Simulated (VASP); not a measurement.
Input of a VASP 6.6.1 run:

File INCAR:

```
  PREC = Accurate
  ENCUT = 600
  EDIFF = 1E-6
  ISMEAR = 0
  SIGMA = 0.2
  LREAL = F
  LASPH = T
  NELM = 120
  ALGO = Normal
  ISIF = 2
  LWAVE = F
  LCHARG = F
  GGA = PE
  NBANDS = 20
  GGA_COMPAT = F
```

KPOINTS

```
Automatic mesh
0
Gamma
  5 5 3
```

File POSCAR:

```
Mg2Si3N
1.0
    4.4011401871      0.0000000033      0.0000000000
   -2.2005700964      3.8114992060      0.0000000000
    0.0000000000      0.0000000000      5.4541096383
Mg Si N
2 3 1
Direct
    0.3333333333      0.6666666667      0.3639808571
    0.6666666667      0.3333333333      0.3639808571
    0.3333333333      0.6666666667      0.8741804471
    0.6666666667      0.3333333333      0.8741804471
    0.0000000000      0.0000000000      0.7331328582
    0.0000000000      0.0000000000      0.4075121334
```

Potentials or basis: VASP PAW PBE potentials, release 64 (Mg, Si, N).

Run with:

```sh
$ cat potpaw_PBE.64/Mg/POTCAR potpaw_PBE.64/Si/POTCAR potpaw_PBE.64/N/POTCAR > POTCAR
$ mpirun -np 1 vasp_std > vasp.out
```

Q: Estimate the band gap on the k mesh.

A: Zero (an odd number of electrons rules out a gap without spin polarisation).

Q: What does it give for the largest force?

A: 0.082 eV/Å.

Stress tensor (GPa, compression positive):
```
0.27 0.00 0.00
0.00 0.27 0.00
0.00 0.00 0.10
```

Caveat: the k points lie up to 0.38 Å⁻¹ apart, too coarse for converged energies and pressures of a metal.
